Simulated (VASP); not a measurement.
Runs of VASP 6.6.1 on EuFe. The structure is that of space group Pm-3m (No. 221), or close to it. The cells are those of the table. 

| spin | cell | gap on the mesh (eV) | pressure (GPa) | moment (μB) |
| --- | --- | --- | --- | --- |
| collinear, ferrimagnetic start | a = 3.420 Å, 2 atoms | none | (c) | 4.73 |
| collinear, ferrimagnetic start | a = 3.442 Å, 2 atoms | none | -1.9 | 4.70 |
| collinear, ferromagnetic start | a = 3.647 Å, 2 atoms | none | -6.0 | 9.37 |
| collinear, ferrimagnetic start | a = 3.397 Å, 2 atoms | none | 0.0 | 4.74 |
| collinear, ferrimagnetic start | a = 3.352 Å, 2 atoms | none | (b) | 4.75 |
| collinear, ferrimagnetic start | a = 3.375 Å, 2 atoms | none | (a) | 4.75 |
| collinear, ferrimagnetic start | a = 3.398 Å, angles 90.0, 90.0, 91.1°, 2 atoms | none | 0.1 | 4.74 |

Alike in all rows: task single point; level PBEsol; potentials or basis VASP PAW PBE potentials, release 64 (Eu, Fe); k mesh 8 × 8 × 8; cutoff (eV) 520; smearing gaussian 0.05 eV.

Estimate the missing entries.

(a) 1.2; (b) 2.6; (c) -1.1.

Caveats: the PAW data sets were made with another functional, which shifts forces and pressure a little; spin-orbit coupling is left out, which moves the levels of the heavy elements; without U or exact exchange the open f shell lies at the Fermi level, which spoils levels, moments and volumes.

A k mesh can miss the band edges, and the runs leave out spin-orbit coupling on Eu.

A gap of «none» marks levels without a gap at the run's occupations.
